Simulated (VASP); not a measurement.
Wanted: the native input for a VASP 6.6.1 run.

- Task: density of states
- Functional: PBE
- Potentials or basis: VASP PAW PBE potentials, release 64 (Ga_d, As)
- Cutoff: 520 eV
- k mesh: 11 × 11 × 11
- Occupations: fermi-dirac, width 0.05 eV
- Spin: no spin polarisation
- Dipole correction: no
- k mesh for the DOS: 17 × 17 × 17
- Occupations for the DOS: tetrahedron
- Further INCAR settings: ALGO = Normal; EDIFF = 1e-06

GaAs:

```xyz
2
Lattice="0.0000 2.8268 2.8268 2.8268 0.0000 2.8268 2.8268 2.8268 0.0000" Properties=species:S:1:pos:R:3 pbc="T T T"
Ga    0.0000    0.0000    0.0000
As    4.2403    4.2403    4.2403
```

One way to write it, as run:

POSCAR

```
GaAs
1.0
    0.0000000000      2.8268500000      2.8268500000
    2.8268500000      0.0000000000      2.8268500000
    2.8268500000      2.8268500000      0.0000000000
Ga As
1 1
Direct
    0.0000000000      0.0000000000      0.0000000000
    0.7500000000      0.7500000000      0.7500000000
```

INCAR.step1

```
  PREC = Accurate
  ENCUT = 520
  EDIFF = 1E-6
  ISMEAR = -1
  SIGMA = 0.05
  LREAL = F
  LASPH = T
  NELM = 100
  ALGO = Normal
  ISIF = 2
  LWAVE = F
  LCHARG = T
  GGA = PE
  NBANDS = 16
```

KPOINTS.step1

```
regular mesh
0
Gamma
  11 11 11
```

INCAR.step2

```
  PREC = Accurate
  ENCUT = 520
  EDIFF = 1E-6
  ISMEAR = -5
  SIGMA = 0.05
  LREAL = F
  LASPH = T
  NELM = 100
  ALGO = Normal
  ISIF = 2
  LWAVE = F
  LCHARG = F
  GGA = PE
  LORBIT = 11
  NEDOS = 1001
  ICHARG = 11
```

KPOINTS.step2

```
regular mesh
0
Gamma
  17 17 17
```

Potentials or basis: VASP PAW PBE potentials, release 64 (Ga_d, As).

The run is started by

```sh
$ cat potpaw_PBE.64/Ga_d/POTCAR potpaw_PBE.64/As/POTCAR > POTCAR
$ cp INCAR.step1 INCAR
$ cp KPOINTS.step1 KPOINTS
$ mpirun -np 1 vasp_std > vasp.out
$ cp INCAR.step2 INCAR
$ cp KPOINTS.step2 KPOINTS
$ mpirun -np 1 vasp_std > vasp.out
```

It gave:

```yaml
Valence_electrons_inside_the_program's_atomic_spheres: Ga 11.68; As 2.84
```

Run time: 2.4 min on 1 thread of AMD EPYC 7571, on a shared host, peak memory 0.21 GiB.
